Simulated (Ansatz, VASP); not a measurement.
**NaPt2BrO2 in VASP and in Ansatz**

```
CELL_PARAMETERS angstrom
4.71565 0.00000 0.00000
0.00000 4.71565 0.00000
0.00000 0.00000 5.60612
ATOMIC_POSITIONS crystal
Na 0.00000 0.00000 0.00000
Pt 0.00000 0.50000 0.50000
Pt 0.50000 0.00000 0.50000
Br 0.00000 0.00000 0.50000
O 0.50000 0.50000 0.68923
O 0.50000 0.50000 0.31077
```

Change from the starting cell: species swapped into the CeCr2Si2C type (P4/mmm, No. 123).

Alike in both runs: functional PBE; k mesh 3 × 3 × 2; occupations gaussian, width 0.15 eV; no spin polarisation.

Ansatz relaxed the structure, and its values are those at the end. VASP's run is a single point on that final structure, the one shown.

|  | VASP | Ansatz |
| --- | --- | --- |
| version | VASP 6.6.1 | Ansatz 0.2.0 |
| potentials or method | VASP PAW PBE potentials, release 64 (Na_pv, Pt, Br, O), cutoff 600 eV | scalar-relativistic, plane waves, PAW |
| valence electrons in the cell | 46 | 64 |

```tsv
	VASP	Ansatz	Ansatz less VASP
gap on the k mesh at the Fermi level (eV)	none	none	-
pressure (GPa)	0.0	0.0	0.00
rms of the force components (eV/Å)	0.004	0.003	-0.0011
```

A gap of «none» marks a metal or a gap that the smearing closes. The functional is the same, so the differences come from potentials, cutoffs and numerics. VASP's potentials hold 46 valence electrons a cell and Ansatz's 64, so a difference there can come from the potentials and not from the codes.

The k mesh is coarse, so the values compare programs but aren't converged. Spin-orbit coupling is off throughout.
